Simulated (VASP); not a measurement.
# Ge (Fd-3m) in VASP: notebook

Ge is run at these levels: PBE; tasks: single point.

All numbers are computed with VASP 6.6.1; they aren't measurements. Logs are shortened: lines on timing, memory, paths and dates and some standing lists are left out, and cuts for length are marked.

**1. The cell of the first run**

The structure is cubic, space group Fd-3m (No. 227). Conventional cell: a = 5.762 Å, b = 5.762 Å, c = 5.762 Å, α = 90.00°, β = 90.00°, γ = 90.00°. Ge (site symmetry -43m) has 4 Ge at 2.49 Å within 3.3 Å.

**2. Single point, PBE**

File INCAR:

```
SYSTEM = Ge
  ALGO = Normal
  EDIFF = 1E-6
  ENCUT = 500
  GGA = PE
  GGA_COMPAT = .False.
  ISIF = 2
  ISMEAR = 0
  LASPH = .True.
  LCHARG = .False.
  LREAL = .False.
  LWAVE = .False.
  NBANDS = 21
  NELM = 120
  PREC = Accurate
  SIGMA = 0.01
```

File KPOINTS:

```
k-points
0
Gamma
  12 12 12
  0 0 0
```

File POSCAR:

```
Ge
1.0
    0.0000000000      2.8807566785      2.8807566785
    2.8807566785      0.0000000000      2.8807566785
    2.8807566785      2.8807566785      0.0000000000
Ge
2
Direct
    0.0000000000      0.0000000000      0.0000000000
    0.2500000000      0.2500000000      0.2500000000
```

Potentials or basis: VASP PAW PBE potentials, release 64 (Ge_d).

On the command line:

```console
cat potpaw_PBE.64/Ge_d/POTCAR > POTCAR
mpirun -np 1 vasp_std > vasp.out
```

OUTCAR:

```text
SYSTEM = Ge
   EDIFF = 1E-6
   ENCUT = 500
   GGA = PE
   ISIF = 2
   ISMEAR = 0
   LASPH = .True.
   LREAL = .False.
   NELM = 120
   PREC = Accurate

 ion  position               nearest neighbor table
   1  0.000  0.000  0.000-   2 2.49   2 2.49   2 2.49   2 2.49
   2  0.250  0.250  0.250-   1 2.49   1 2.49   1 2.49   1 2.49

  LATTYP: Found a face centered cubic cell.
 ALAT       =     5.7615133570

  Lattice vectors:

 A1 = (   0.0000000000,   2.8807566785,   2.8807566785)
 A2 = (   2.8807566785,   0.0000000000,   2.8807566785)
 A3 = (   2.8807566785,   2.8807566785,   0.0000000000)

Analysis of symmetry for initial positions (statically):
=====================================================================
 Subroutine PRICEL returns:
 Original cell was already a primitive cell.

 Routine SETGRP: Setting up the symmetry group for a
 face centered cubic supercell.

 Subroutine GETGRP returns: Found 48 space group operations
 (whereof 24 operations were pure point group operations)
 out of a pool of 48 trial point group operations.

The static configuration has the point symmetry T_d .
 The point group associated with its full space group is O_h .

Analysis of symmetry for dynamics (positions and initial velocities):
=====================================================================
 Subroutine PRICEL returns:
 Original cell was already a primitive cell.

 Routine SETGRP: Setting up the symmetry group for a
 face centered cubic supercell.

 Subroutine GETGRP returns: Found 48 space group operations
 (whereof 24 operations were pure point group operations)
 out of a pool of 48 trial point group operations.

The dynamic configuration has the point symmetry T_d .
 The point group associated with its full space group is O_h .

 Subroutine INISYM returns: Found 48 space group operations
 (whereof 24 operations are pure point group operations),
 and found     1 'primitive' translations

----------------------------------------------------------------------------------------

                                     Primitive cell

  volume of cell :      47.8134

  direct lattice vectors                    reciprocal lattice vectors
     0.000000000  2.880756679  2.880756679    -0.173565509  0.173565509  0.173565509
     2.880756679  0.000000000  2.880756679     0.173565509 -0.173565509  0.173565509
     2.880756679  2.880756679  0.000000000     0.173565509  0.173565509 -0.173565509

  length of vectors
     4.074005165  4.074005165  4.074005165     0.300624281  0.300624281  0.300624281
[... 74 lines left out ...]
   ICHARG =      2    charge: 1-file 2-atom 10-const
   ISPIN  =      1    spin polarized calculation?
   LNONCOLLINEAR =      F non collinear calculations
   LSORBIT =      F    spin-orbit coupling
   LASPH  =      T    aspherical Exc in radial PAW
   ENCUT  =  500.0 eV  36.75 Ry    6.06 a.u.   7.43  7.43  7.43*2*pi/ulx,y,z
   NELM   =    120;   NELMIN=  2; NELMDL= -5     # of ELM steps
   EDIFF  = 0.1E-05   stopping-criterion for ELM
   LREAL  =      F    real-space projection
   EDIFFG = 0.1E-04   stopping-criterion for IOM
   NSW    =      0    number of steps for IOM
   IBRION =     -1    ionic relax: 0-MD 1-quasi-New 2-CG
   NFREE  =      0    steps in history (QN), initial steepest desc. (CG)
   ISIF   =      2    stress and relaxation
   ISYM   =      2    0-nonsym 1-usesym 2-fastsym
   POTIM  = 0.5000    time-step for ionic-motion
   TEBEG  =    0.0;   TEEND  =   0.0 temperature during run
   PSTRESS=    0.0 pullay stress
   NELECT =      28.0000    total number of electrons
   NUPDOWN=      -1.0000    fix difference up-down
   EMIN   =  10.00;   EMAX   =-10.00  energy-range for DOS
   EFERMI =   0.00;   METHOD = LEGACY
   ISMEAR =     0;   SIGMA  =   0.01  broadening in eV -4-tet -1-fermi 0-gaus
   EFERMI_NEDOS =   21; number of points for ismear=-14 and -15
   IALGO  =     38    algorithm
   IMIX   =      4    mixing-type and parameters
     AMIX     =   0.40;   BMIX     =  1.00
     AMIX_MAG =   1.60;   BMIX_MAG =  1.00
  volume/ion in A,a.u.               =      23.91       161.33
  Fermi-wavevector in a.u.,A,eV,Ry     =   1.369654  2.588271 25.523885  1.875953
  Thomas-Fermi vector in A             =   2.495510
   LORBIT       =      0    0 simple, 1 ext, 2 COOP (PROOUT), +10 PAW based schemes
   GGA     = PE    functional components
   LHFCALC =     F    Hartree Fock is set to
   AEXX    =    0.0000 exact exchange contribution
   IVDW    =     0    specifies the selected vdW correction
   LEPSILON=     F    determine dielectric tensor
   LRPA    =     F    only Hartree local field effects (RPA)
 non-spin polarized calculation
 Gauss-broadening in eV      SIGMA  =   0.01
  energy-cutoff  :      500.00
  volume of cell :       47.81
 maximum number of plane-waves:      1243
 NGX is ok and might be reduce to    30
   NGX = 15   NGY = 15   NGZ = 15

 number of electron      27.9999979 magnetization

 Free energy of the ion-electron system (eV)
  ---------------------------------------------------
  ext. energy  EPLUGINS =         0.00000000
  ---------------------------------------------------
  free energy    TOTEN  =        -9.03556815 eV

  energy without entropy =       -9.03555906  energy(sigma->0) =       -9.03556360

 E-fermi :   4.4789     XC(G=0):  -9.6687

 val. band max:        4.4759373832   @ k =   0.0000   0.0000   0.0000
 cond. band min:       4.5001013558   @ k =   0.5000   0.0000   0.0000
 fundamental gap:      0.0241639726
 Fermi energy:         4.4789464693

 k-point     1 :       0.0000    0.0000    0.0000
  band No.  band energies     occupation
      1     -20.2704      2.00000
      2     -20.2704      2.00000
      3     -20.2704      2.00000
      4     -20.2383      2.00000
      5     -20.2383      2.00000
      6     -20.0554      2.00000
[... 565 lines left out ...]
     20      13.9716      0.00000
     21      14.5852      0.00000

 [... further k-points ...]
[... 5 lines left out ...]
  --------------------------------------------------------------------------------------
  -------------------------------------------------------------------------------------
  Total       -0.0406557     -0.0406557     -0.0406557     -0.0000000      0.0000000     -0.0000000
  in kB       -1.3623304     -1.3623304     -1.3623304     -0.0000000      0.0000000     -0.0000000
  external PRESSURE =      -1.3623304 kB  Pullay stress =       0.0000000 kB

 VOLUME and BASIS-vectors are now :
 -----------------------------------------------------------------------------
  energy-cutoff  :      500.00
  volume of cell :       47.81
      direct lattice vectors                 reciprocal lattice vectors
     0.000000000  2.880756679  2.880756679    -0.173565509  0.173565509  0.173565509
     2.880756679  0.000000000  2.880756679     0.173565509 -0.173565509  0.173565509
     2.880756679  2.880756679  0.000000000     0.173565509  0.173565509 -0.173565509

 POSITION                                       TOTAL-FORCE (eV/Angst)
 -----------------------------------------------------------------------------------
      0.00000      0.00000      0.00000         0.000000      0.000000      0.000000
      1.44038      1.44038      1.44038        -0.000000     -0.000000     -0.000000
 -----------------------------------------------------------------------------------
    total drift:                                0.000000      0.000000      0.000000

  FREE ENERGIE OF THE ION-ELECTRON SYSTEM (eV)
  ---------------------------------------------------
  free  energy   TOTEN  =        -9.0355681521 eV

  energy  without entropy=       -9.0355590568  energy(sigma->0) =       -9.03556360
```

stdout:

```text
POSCAR found type information on POSCAR Ge
 POSCAR found :  1 types and       2 ions
 scaLAPACK will be used
 LDA part: xc-table for (Slater+PW92), standard interpolation
 POSCAR, INCAR and KPOINTS ok, starting setup
 FFT: planning ... GRIDC
 FFT: planning ... GRID_SOFT
 FFT: planning ... GRID
 WAVECAR not read
 entering main loop
```

Run time: 1.8 min. Hardware: 1 thread of Intel Xeon 8259CL, shared host; peak memory 0.2 GiB.

What came out:

| Property | Result |
| --- | --- |
| Free energy | -9.0356 eV |
| Pressure | -0.1 GPa |
| Band gap on the k mesh | zero (filled and empty bands touch) |

**3. Single point, PBE**

File INCAR:

```
ALGO = Normal
EDIFF = 1E-6
ENCUT = 500
GGA = PE
GGA_COMPAT = F
ISIF = 2
ISMEAR = 0
LASPH = T
LCHARG = F
LREAL = F
LWAVE = F
NBANDS = 21
NELM = 120
PREC = Accurate
SIGMA = 0.01
```

File KPOINTS:

```
k-points
0
Gamma
  12 12 12
```

POSCAR is that of step 2.

Potentials or basis: VASP PAW PBE potentials, release 64 (Ge_d).

On the command line:

```console
cat potpaw_PBE.64/Ge_d/POTCAR > POTCAR
mpirun -np 1 vasp_std > vasp.out
```

Wall time 97 s (1 thread of Intel Xeon 8259CL, shared host); peak memory 0.2 GiB.

Results (log left out):

| Property | Result |
| --- | --- |
| Free energy | -9.0356 eV |
| Pressure | -0.1 GPa |
| Band gap on the k mesh | zero (filled and empty bands touch) |

Levels at points of the mesh, in eV from the Fermi level:
```csv
k point,band 10,band 11,band 12,band 13,band 14,band 15,band 16,band 17,band 18,band 19
"(0.00, 0.00, 0.00)",-24.53,-12.37,-0.46,0.00,0.00,0.00,2.53,2.53,2.53,6.29
"(0.50, 0.00, 0.00)",-24.50,-10.41,-7.36,-1.33,-1.33,0.02,3.71,3.71,7.10,10.22
"(0.50, 0.50, 0.00)",-24.49,-8.69,-8.69,-2.89,-2.89,0.82,0.82,9.07,9.07,11.07
```
